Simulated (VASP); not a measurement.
Runs of VASP 6.6.1 on Ge. The structure is that of space group I4_1/amd (No. 141), or close to it. The cells are those of the table. 

```csv
cell,gap on the mesh (eV),pressure (GPa)
"a = 3.953, b = 3.953, c = 4.185 Å, angles 58.0, 58.0, 63.9°, 2 atoms",none,2.4
"a = 4.227, b = 4.227, c = 3.964 Å, angles 62.0, 62.0, 55.9°, 2 atoms",none,-2.1
"a = 4.058, b = 4.058, c = 3.805 Å, angles 62.0, 62.0, 55.9°, 2 atoms",none,(b)
"a = 3.868, b = 3.868, c = 3.984 Å, angles 59.0, 59.0, 62.0°, 2 atoms",none,10.1
"a = 4.037, b = 4.037, c = 4.385 Å, angles 57.1, 57.1, 65.8°, 2 atoms",none,-2.4
"a = 4.344, b = 4.344, c = 3.934 Å, angles 63.1, 63.1, 53.8°, 2 atoms",none,(a)
"a = 4.057, b = 4.057, c = 3.674 Å, angles 63.1, 63.1, 53.8°, 2 atoms",none,9.9
"a = 4.088, b = 4.088, c = 4.441 Å, angles 57.1, 57.1, 65.8°, 2 atoms",none,-3.9
```

Alike in all rows: task single point; level PBE; potentials or basis VASP PAW PBE potentials, release 64 (Ge_d); no spin polarisation; k mesh 14 × 14 × 14; cutoff (eV) 520; smearing gaussian 0.15 eV.

Task: Estimate the missing entries.

Result: (a) -3.4; (b) 5.9.

A k mesh can miss the band edges, and the runs leave out spin-orbit coupling on Ge.

A gap of «none» marks levels without a gap at the run's occupations.
